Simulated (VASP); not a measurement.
# Mo: single point with PBE

Crystal: Mo.

```
CELL_PARAMETERS angstrom
2.75646 0.00000 0.00000
-1.37823 2.38716 0.00000
0.00000 0.00000 4.89751
ATOMIC_POSITIONS crystal
Mo 0.33333 0.66667 0.25000
Mo 0.66667 0.33333 0.75000
```

This isn't the form of Mo at room conditions, which is bcc.

```yaml
Program: VASP 6.6.1
Task: single point
Functional: PBE
Potentials_or_basis: VASP PAW PBE potentials, release 64 (Mo_sv)
Cutoff: 520 eV
k_mesh: 17 × 17 × 9
Occupations: fermi-dirac, width 0.05 eV
Spin: no spin polarisation
```

```yaml
Pressure: 0.5 GPa
Band_gap_on_the_k_mesh: zero (bands 14 and 15 overlap by 1.81 eV)
```

Stress tensor (GPa, compression positive):
```
0.50 0.00 0.00
0.00 0.50 0.00
0.00 0.00 0.39
```

Levels at points of the mesh, in eV from the Fermi level:
| k point | band 10 | band 11 | band 12 | band 13 | band 14 | band 15 | band 16 | band 17 | band 18 | band 19 |
| --- | --- | --- | --- | --- | --- | --- | --- | --- | --- | --- |
| (0.00, 0.00, 0.00) | -4.71 | -1.71 | -0.64 | -0.64 | -0.15 | -0.15 | 0.60 | 1.45 | 1.45 | 3.35 |

Wall time 2.3 min on 1 thread of Intel Xeon 8259CL, with other jobs on the host, peak memory 0.22 GiB.
